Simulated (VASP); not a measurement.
Write the native input for VASP 6.6.1 that does the following.

* Task: single point
* Functional: PBE
* Potentials or basis: VASP PAW PBE potentials, release 64 (Li_sv, F)
* Cutoff: 520 eV
* k mesh: 1 × 1 × 18
* Occupations: gaussian, width 0.05 eV
* Spin: collinear spin
* Starting moments: [0.5, 0.5, 0.5, 0.5] μB
* Dipole correction: no
* Further INCAR settings: ALGO = Normal; EDIFF = 1e-06; NBANDS = 22

The structure of LiF lies in POSCAR:

```
LiF
1.0
   10.9000000000      0.0000000000      0.0000000000
    0.0000000000      9.3000000000      0.0000000000
    0.0000000000      0.0000000000      3.5421148189
Li F
2 2
Direct
    0.4198402790      0.5000000000      0.0000000000
    0.5801597210      0.5000000000      0.5000000000
    0.4041267250      0.5000000000      0.5000000000
    0.5958732750      0.5000000000      0.0000000000
```

These files were run (other wordings do the same):

INCAR

```
PREC     = Accurate       # precision mode
ENCUT    = 520            # plane-wave cutoff, eV
EDIFF    = 1E-6           # SCF threshold, eV
ISMEAR   = 0              # smearing method
SIGMA    = 0.05           # smearing width, eV
LREAL    = F              # projectors in reciprocal space
LASPH    = T              # aspherical terms in the spheres
NELM     = 150            # most SCF steps
ALGO     = Normal         # electronic algorithm
ISIF     = 2              # what is computed and relaxed
LWAVE    = F              # write WAVECAR
LCHARG   = F              # write CHGCAR
ISPIN    = 2              # spin polarisation
MAGMOM   = 0.5 0.5 0.5 0.5 # initial moments
LORBIT   = 11             # projections on sites
GGA      = PE             # functional
NBANDS   = 22             # bands
```

KPOINTS

```
Automatic mesh
0
Gamma
  1 1 18
```

Potentials or basis: VASP PAW PBE potentials, release 64 (Li_sv, F).

Command:

```sh
$ cat potpaw_PBE.64/Li_sv/POTCAR potpaw_PBE.64/F/POTCAR > POTCAR
$ mpirun -np 1 vasp_std > vasp.out
```

Results of the run:

The largest force is 0.014 eV/Å, the band gap on the k mesh is 6.64 eV and the net moment is 0.00 μB per cell. The valence electrons inside the program's atomic spheres are Li 2.08; F 6.12.

It took 4.4 min on 1 thread of Intel(R) Xeon(R) Platinum 8488C (Sapphire Rapids), on a shared host, peak memory 0.59 GiB.
